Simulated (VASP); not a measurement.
Runs of VASP 6.6.1 on Ir. The structure is that of space group Pm-3m (No. 221), or close to it. The cells are those of the table. 

```tsv
task	cell	k mesh	cutoff (eV)	gap on the mesh (eV)	pressure (GPa)	relaxed volume (Å³/atom)
relaxation of cell and atoms	relaxed from a = 2.548 Å, 1 atom	22 × 22 × 22	600	none	0.0	(b)
single point	a = 2.465 Å, 1 atom	8 × 8 × 8	520	none	36.8	-
single point	a = 2.548 Å, 1 atom	8 × 8 × 8	520	none	1.9	-
single point	a = 2.551 Å, 1 atom	22 × 22 × 22	520	none	1.6	-
relaxation of cell and atoms	relaxed from a = 2.465 Å, 1 atom	8 × 8 × 8	600	none	0.0	(a)
```

Alike in all rows: level r2SCAN; potentials or basis VASP PAW PBE potentials, release 64 (Ir); no spin polarisation; smearing gaussian 0.1 eV.

**Question.** Fill in the values left out.

**Answer.** (a) 16.66; (b) 16.71.

Caveats: the PAW data sets were made with another functional, which shifts forces and pressure a little; spin-orbit coupling is left out, which moves the levels of the heavy elements.

A k mesh can miss the band edges, and the runs leave out spin-orbit coupling on Ir.

A gap of «none» marks levels without a gap at the run's occupations.
